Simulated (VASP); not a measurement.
Runs of VASP 6.6.1 on BeTe. The structure is that of space group F-43m (No. 216), or close to it. The cells are those of the table. 

```csv
cell,pressure (GPa),moment (μB)
"a = 3.964 Å, angles 60.0, 60.0, 90.0°, 2 atoms",0.3,0.00
"a = 3.923 Å, angles 60.0, 60.0, 90.0°, 2 atoms",2.3,0.00
"a = 4.011 Å, angles 60.0, 60.0, 90.0°, 2 atoms",(a),0.00
"a = 3.886 Å, angles 60.0, 60.0, 90.0°, 2 atoms",4.3,0.00
```

Alike in all rows: task single point; level PBEsol; potentials or basis VASP PAW PBE potentials, release 64 (Be, Te); spin non-collinear, zero start, SOC; k mesh 8 × 8 × 8; cutoff (eV) 520; smearing gaussian 0.01 eV.

Task: Estimate the missing entries.

Result: (a) -1.8.

Caveats: the PAW data sets were made with another functional, which shifts forces and pressure a little; the cell stands under pressure (at least some runs).
